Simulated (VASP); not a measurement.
# Ni (P6_3/mmc) in VASP: further runs

Ni is run at these levels: PBEsol; tasks: single point.

Program: VASP 6.6.1. These are calculated values, not measurements. Logs are shortened: lines on timing, memory, paths and dates and some standing lists are left out, and cuts for length are marked.

### Step 1. The cell of the first run

It takes space group P6_3/mmc (No. 194, hexagonal). Conventional cell: a = 2.448 Å, b = 2.448 Å, c = 4.073 Å, α = 90.00°, β = 90.00°, γ = 120.00°. Ni (site symmetry -6m2) has 12 Ni at 2.45 to 2.48 Å within 3.2 Å.

This isn't the form of Ni at room conditions, which is fcc.

### Step 2. Single point, PBEsol, collinear spin, ferromagnetic start

The input, INCAR:

```
SYSTEM = Ni
PREC = Accurate
ENCUT = 520
EDIFF = 1E-7
ISMEAR = -1
SIGMA = 0.01
LREAL = .FALSE.
LASPH = .TRUE.
NELM = 150
ALGO = Normal
ISIF = 2
LWAVE = .FALSE.
LCHARG = .TRUE.
ISPIN = 2
MAGMOM = 1.2 1.2
LORBIT = 11
LMAXMIX = 4
GGA = PS
LELF = .TRUE.
LVHAR = .TRUE.
NBANDS = 21
```

The input, KPOINTS:

```
regular mesh
0
G
  13 13 7
  0 0 0
```

The input, POSCAR:

```
Ni
1.0
    2.4480230000      0.0000000000      0.0000000000
   -1.2240110000      2.1200500000      0.0000000000
    0.0000000000      0.0000000000      4.0728080000
Ni
2
Direct
    0.3333333333      0.6666666667      0.2500000000
    0.6666666667      0.3333333333      0.7500000000
```

Potentials or basis: VASP PAW PBE potentials, release 64 (Ni).

Command:

```sh
$ cat potpaw_PBE.64/Ni/POTCAR > POTCAR
$ mpirun -np 1 vasp_std > vasp.out
```

OUTCAR:

```text
SYSTEM = Ni
   PREC = Accurate
   ENCUT = 520
   EDIFF = 1E-7
   ISMEAR = -1
   LREAL = .FALSE.
   LASPH = .TRUE.
   NELM = 150
   ISIF = 2
   ISPIN = 2
   LORBIT = 11
   GGA = PS

 ion  position               nearest neighbor table
   1  0.333  0.667  0.250-   2 2.48   2 2.48   2 2.48   2 2.48   2 2.48   2 2.48
   2  0.667  0.333  0.750-   1 2.48   1 2.48   1 2.48   1 2.48   1 2.48   1 2.48

  LATTYP: Found a hexagonal cell.
 ALAT       =     2.4480230000
 C/A-ratio  =     1.6637131269

  Lattice vectors:

 A1 = (   2.4480230000,   0.0000000000,   0.0000000000)
 A2 = (  -1.2240110000,   2.1200500000,   0.0000000000)
 A3 = (   0.0000000000,   0.0000000000,   4.0728080000)

Analysis of symmetry for initial positions (statically):
=====================================================================
 Subroutine PRICEL returns:
 Original cell was already a primitive cell.

 Routine SETGRP: Setting up the symmetry group for a
 hexagonal supercell.

 Subroutine GETGRP returns: Found 24 space group operations
 (whereof 12 operations were pure point group operations)
 out of a pool of 24 trial point group operations.

The static configuration has the point symmetry D_3d.
 The point group associated with its full space group is D_6h.

Analysis of symmetry for dynamics (positions and initial velocities):
=====================================================================
 Subroutine PRICEL returns:
 Original cell was already a primitive cell.

 Routine SETGRP: Setting up the symmetry group for a
 hexagonal supercell.

 Subroutine GETGRP returns: Found 24 space group operations
 (whereof 12 operations were pure point group operations)
 out of a pool of 24 trial point group operations.

The dynamic configuration has the point symmetry D_3d.
 The point group associated with its full space group is D_6h.

Analysis of structural, dynamic, and magnetic symmetry:
=====================================================================
 Subroutine PRICEL returns:
 Original cell was already a primitive cell.

 Routine SETGRP: Setting up the symmetry group for a
 hexagonal supercell.

 Subroutine GETGRP returns: Found 24 space group operations
 (whereof 12 operations were pure point group operations)
 out of a pool of 24 trial point group operations.

The overall configuration has the point symmetry D_3d.
 The point group associated with its full space group is D_6h.

 Subroutine INISYM returns: Found 24 space group operations
 (whereof 12 operations are pure point group operations),
 and found     1 'primitive' translations

----------------------------------------------------------------------------------------

                                     Primitive cell

  volume of cell :      21.1376

  direct lattice vectors                    reciprocal lattice vectors
     2.448023000  0.000000000  0.000000000     0.408492894  0.235843398  0.000000000
    -1.224011000  2.120050000  0.000000000     0.000000000  0.471686989  0.000000000
     0.000000000  0.000000000  4.072808000     0.000000000  0.000000000  0.245530848

  length of vectors
     2.448023000  2.448022657  4.072808000     0.471686922  0.471686989  0.245530848

  position of ions in fractional coordinates (direct lattice)
     0.333333333  0.666666667  0.250000000
     0.666666667  0.333333333  0.750000000

  ion indices of the primitive-cell ions
   primitive index   ion index
                 1           1
                 2           2

----------------------------------------------------------------------------------------

 KPOINTS: regular mesh

Automatic generation of k-mesh.
 Grid dimensions read from file:
 generate k-points for:   13   13    7

 Generating k-lattice:

  Cartesian coordinates                     Fractional coordinates (reciprocal lattice)
     0.031422530  0.018141800  0.000000000     0.076923077  0.000000000  0.000000000
     0.000000000  0.036283615  0.000000000     0.000000000  0.076923077  0.000000000
     0.000000000  0.000000000  0.035075835     0.000000000  0.000000000  0.142857143

  Length of vectors
     0.036283609  0.036283615  0.035075835

  Shift w.r.t. Gamma in fractional coordinates (k-lattice)
     0.000000000  0.000000000  0.000000000

 Subroutine IBZKPT returns following result:
 ===========================================

 Found     84 irreducible k-points:

 Following reciprocal coordinates:
            Coordinates               Weight
  0.000000  0.000000  0.000000      1.000000
  0.076923  0.000000  0.000000      6.000000
  0.153846  0.000000  0.000000      6.000000
  0.230769 -0.000000  0.000000      6.000000
  0.307692  0.000000  0.000000      6.000000
  0.384615 -0.000000  0.000000      6.000000
[... 16 lines left out ...]
  0.076923  0.000000  0.142857     12.000000
  0.153846  0.000000  0.142857     12.000000
 [... further k-points ...]
   k-points           NKPTS =     84   k-points in BZ     NKDIM =     84   number of bands    NBANDS=     21
   number of dos      NEDOS =    301   number of ions     NIONS =      2
   total plane-waves  NPLWV =   9720
   dimension x,y,z NGX =    18 NGY =   18 NGZ =   30
   dimension x,y,z NGXF=    36 NGYF=   36 NGZF=   60
   ions per type =               2
   NGX,Y,Z   is equivalent  to a cutoff of  12.22, 12.22, 12.25 a.u.
   NGXF,Y,Z  is equivalent  to a cutoff of  24.45, 24.45, 24.49 a.u.
 SYSTEM =  Ni
   PREC   = accura    normal or accurate (medium, high low for compatibility)
   ISTART =      0    job   : 0-new  1-cont  2-samecut
   ICHARG =      2    charge: 1-file 2-atom 10-const
   ISPIN  =      2    spin polarized calculation?
   LNONCOLLINEAR =      F non collinear calculations
   LSORBIT =      F    spin-orbit coupling
   LASPH  =      T    aspherical Exc in radial PAW
   ENCUT  =  520.0 eV  38.22 Ry    6.18 a.u.   4.55  4.55  7.57*2*pi/ulx,y,z
   NELM   =    150;   NELMIN=  2; NELMDL= -5     # of ELM steps
   EDIFF  = 0.1E-06   stopping-criterion for ELM
   LREAL  =      F    real-space projection
   EDIFFG = 0.1E-05   stopping-criterion for IOM
   NSW    =      0    number of steps for IOM
   IBRION =     -1    ionic relax: 0-MD 1-quasi-New 2-CG
   NFREE  =      0    steps in history (QN), initial steepest desc. (CG)
   ISIF   =      2    stress and relaxation
   ISYM   =      2    0-nonsym 1-usesym 2-fastsym
   POTIM  = 0.5000    time-step for ionic-motion
   TEBEG  =    0.0;   TEEND  =   0.0 temperature during run
   PSTRESS=    0.0 pullay stress
   NELECT =      20.0000    total number of electrons
   NUPDOWN=      -1.0000    fix difference up-down
   EMIN   =  10.00;   EMAX   =-10.00  energy-range for DOS
   EFERMI =   0.00;   METHOD = LEGACY
   ISMEAR =    -1;   SIGMA  =   0.01  broadening in eV -4-tet -1-fermi 0-gaus
   EFERMI_NEDOS =   21; number of points for ismear=-14 and -15
   IALGO  =     38    algorithm
   IMIX   =      4    mixing-type and parameters
     AMIX     =   0.40;   BMIX     =  1.00
     AMIX_MAG =   1.60;   BMIX_MAG =  1.00
  volume/ion in A,a.u.               =      10.57        71.32
  Fermi-wavevector in a.u.,A,eV,Ry     =   1.607187  3.037142 35.144515  2.583049
  Thomas-Fermi vector in A             =   2.703255
   LORBIT       =     11    0 simple, 1 ext, 2 COOP (PROOUT), +10 PAW based schemes
   GGA     = PS    functional components
   LHFCALC =     F    Hartree Fock is set to
   AEXX    =    0.0000 exact exchange contribution
   IVDW    =     0    specifies the selected vdW correction
   LEPSILON=     F    determine dielectric tensor
   LRPA    =     F    only Hartree local field effects (RPA)
 spin polarized calculation
  energy-cutoff  :      520.00
  volume of cell :       21.14
 maximum number of plane-waves:       586
   NGX =  9   NGY =  9   NGZ = 15

 number of electron      19.9999997 magnetization       1.2511250

 Free energy of the ion-electron system (eV)
  ---------------------------------------------------
  ext. energy  EPLUGINS =         0.00000000
  ---------------------------------------------------
  free energy    TOTEN  =       -12.21399326 eV

  energy without entropy =      -12.21244159  energy(sigma->0) =      -12.21321742

 E-fermi :   9.6261     XC(G=0): -13.6069

 val. band max:        9.6234033915   @ k =   0.2308   0.2308   0.0000
 cond. band min:       9.6293855847   @ k =   0.2308   0.0769   0.2857
 fundamental gap:      0.0059821932
 Fermi energy:         9.6260734976

 spin component 1

 k-point     1 :       0.0000    0.0000    0.0000
  band No.  band energies     occupation
      1       0.3396      1.00000
      2       4.5715      1.00000
      3       7.0382      1.00000
      4       7.2123      1.00000
      5       7.2123      1.00000
      6       7.4774      1.00000
[... 13 lines left out ...]
     20      36.3083      0.00000
     21      40.2155      0.00000
[... 529 lines left out ...]
 k-point    24 :       0.1538    0.0000    0.1429
  band No.  band energies     occupation
      1       1.3632      1.00000
      2       4.9952      1.00000
      3       6.7661      1.00000
      4       6.7994      1.00000
      5       7.1822      1.00000
      6       7.4690      1.00000
[... 13 lines left out ...]
     20      37.8824      0.00000
     21      38.8411      0.00000

 [... further k-points ...]

 spin component 2

 k-point     1 :       0.0000    0.0000    0.0000
  band No.  band energies     occupation
      1       0.3308      1.00000
      2       4.9652      1.00000
      3       7.7255      1.00000
      4       7.8753      1.00000
      5       7.8753      1.00000
      6       8.1584      1.00000
[... 13 lines left out ...]
     20      36.4057      0.00000
     21      40.3136      0.00000
[... 529 lines left out ...]
 k-point    24 :       0.1538    0.0000    0.1429
  band No.  band energies     occupation
      1       1.3577      1.00000
      2       5.3655      1.00000
      3       7.2079      1.00000
      4       7.4045      1.00000
      5       7.8460      1.00000
      6       8.1027      1.00000
[... 13 lines left out ...]
     20      37.9589      0.00000
     21      38.8876      0.00000

 [... further k-points ...]

------------------------ aborting loop because EDIFF is reached ----------------------------------------

  FORCE on cell =-STRESS in cart. coord.  units (eV):
  Direction    XX          YY          ZZ          XY          YZ          ZX
  --------------------------------------------------------------------------------------
  -------------------------------------------------------------------------------------
  Total       -0.3077012     -0.3077012     -0.7147286     -0.0000001     -0.0000000     -0.0000000
  in kB      -23.3229922    -23.3229899    -54.1746627     -0.0000055     -0.0000000     -0.0000000
  external PRESSURE =     -33.6068816 kB  Pullay stress =       0.0000000 kB

 VOLUME and BASIS-vectors are now :
 -----------------------------------------------------------------------------
  energy-cutoff  :      520.00
  volume of cell :       21.14
      direct lattice vectors                 reciprocal lattice vectors
     2.448023000  0.000000000  0.000000000     0.408492894  0.235843398  0.000000000
    -1.224011000  2.120050000  0.000000000     0.000000000  0.471686989  0.000000000
     0.000000000  0.000000000  4.072808000     0.000000000  0.000000000  0.245530848

 POSITION                                       TOTAL-FORCE (eV/Angst)
 -----------------------------------------------------------------------------------
      0.00000      1.41337      1.01820         0.000000     -0.000000      0.000000
      1.22401      0.70668      3.05461         0.000000      0.000000      0.000000
 -----------------------------------------------------------------------------------
    total drift:                               -0.000000      0.000000     -0.000000

  FREE ENERGIE OF THE ION-ELECTRON SYSTEM (eV)
  ---------------------------------------------------
  free  energy   TOTEN  =       -12.2139932623 eV

  energy  without entropy=      -12.2124415864  energy(sigma->0) =      -12.21321742

 total charge

# of ion       s       p       d       tot
------------------------------------------
    1        0.512   0.529   8.327   9.368
    2        0.512   0.529   8.327   9.368
--------------------------------------------------
tot          1.025   1.057  16.654  18.735

 magnetization (x)

# of ion       s       p       d       tot
------------------------------------------
    1       -0.005  -0.024   0.662   0.633
    2       -0.005  -0.024   0.662   0.633
--------------------------------------------------
tot         -0.010  -0.049   1.324   1.265
```

It took 1.7 min on 1 thread of Intel Xeon 8259CL, shared host; peak memory 0.17 GiB.

What came out:

```yaml
Free_energy: -12.2140 eV
Pressure: -3.4 GPa
Net_moment: 1.25 μB per cell
Site_moments: Ni +0.63 μB
Valence_electrons_inside_the_program's_atomic_spheres: Ni 9.37
```

Caveat: the cell stands under tension; the PAW data sets were made with another functional, which shifts forces and pressure a little.

### Step 3. Single point, PBEsol, collinear spin, antiferromagnetic start

The input, INCAR:

```
SYSTEM = Ni
ALGO = Normal ; EDIFF = 1E-6
ENCUT = 520 ; GGA = PS
ISIF = 2 ; ISMEAR = -1
ISPIN = 2 ; LASPH = .TRUE.
LCHARG = .FALSE. ; LMAXMIX = 4
LORBIT = 11 ; LREAL = .FALSE.
LWAVE = .FALSE. ; MAGMOM = 1.2 -1.2
NBANDS = 21 ; NELM = 150
PREC = Accurate ; SIGMA = 0.01
```

The input, KPOINTS:

```
k-points
0
G
  13 13 7
  0 0 0
```

POSCAR is that of step 2.

Potentials or basis: VASP PAW PBE potentials, release 64 (Ni).

Command:

```sh
$ cat potpaw_PBE.64/Ni/POTCAR > POTCAR
$ mpirun -np 1 vasp_std > vasp.out
```

It took 93 s on 1 thread of Intel Xeon 8259CL, shared host; peak memory 0.17 GiB.

It converged, with:

* Free energy: -12.1100 eV
* Pressure: -4.2 GPa
* Band gap on the k mesh: zero (filled and empty bands overlap)
* Net moment: 0.00 μB per cell
* Site moments: Ni +0.27, -0.27 μB
* Valence electrons inside the program's atomic spheres: Ni 9.37

Stress tensor (GPa, compression positive):
```
-4.06  0.00  0.00
 0.00 -4.06  0.00
 0.00  0.00 -4.41
```

Levels at points of the mesh, in eV from the Fermi level:
Spin up:
| k point | band 7 | band 8 | band 9 | band 10 | band 11 | band 12 | band 13 | band 14 |
| --- | --- | --- | --- | --- | --- | --- | --- | --- |
| (0.00, 0.00, 0.00) | -1.54 | -1.10 | -1.10 | -0.43 | -0.12 | -0.12 | 5.97 | 23.17 |
Spin down:
```tsv
k point	band 8	band 9	band 10	band 11	band 12	band 13
(0.00, 0.00, 0.00)	-1.10	-1.10	-0.43	-0.12	-0.12	5.97
```

Caveat: the cell stands under tension; the PAW data sets were made with another functional, which shifts forces and pressure a little.
